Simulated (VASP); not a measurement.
Ca: single point with PBE

Ca:

```
Ca
1.0
     0.00000    2.76271    2.76271
     2.76271    0.00000    2.76271
     2.76271    2.76271    0.00000
Ca
1
Direct
  0.00000 0.00000 0.00000
```

```json
{
 "Program": "VASP 6.6.1",
 "Task": "single point",
 "Functional": "PBE",
 "Potentials or basis": "VASP PAW PBE potentials, release 64 (Ca_sv)",
 "Cutoff": "520 eV",
 "k mesh": "10 × 10 × 10",
 "Occupations": "methfessel-paxton, width 1 eV",
 "Spin": "no spin polarisation"
}
```

| Property | Result |
| --- | --- |
| Pressure | 0.0 GPa |
| Band gap on the k mesh | zero (bands 5 and 6 overlap by 0.27 eV) |

Levels at points of the mesh, in eV from the Fermi level:
```tsv
k point	band 1	band 2	band 3	band 4	band 5	band 6	band 7	band 8	band 9	band 10
(0.00, 0.00, 0.00)	-42.00	-22.92	-22.92	-22.92	-4.02	2.35	2.35	2.35	3.42	3.42
(0.50, 0.00, 0.00)	-41.99	-23.06	-22.94	-22.94	-0.98	-0.15	2.23	2.23	4.11	4.11
(0.50, 0.50, 0.00)	-41.99	-23.05	-22.97	-22.97	-0.45	0.58	0.97	4.10	4.29	4.29
```

Wall time 25 s on 1 thread of Intel Xeon 8259CL, on a shared host, peak memory 0.18 GiB.

Caveat: so wide a smearing shifts energies and pressures.
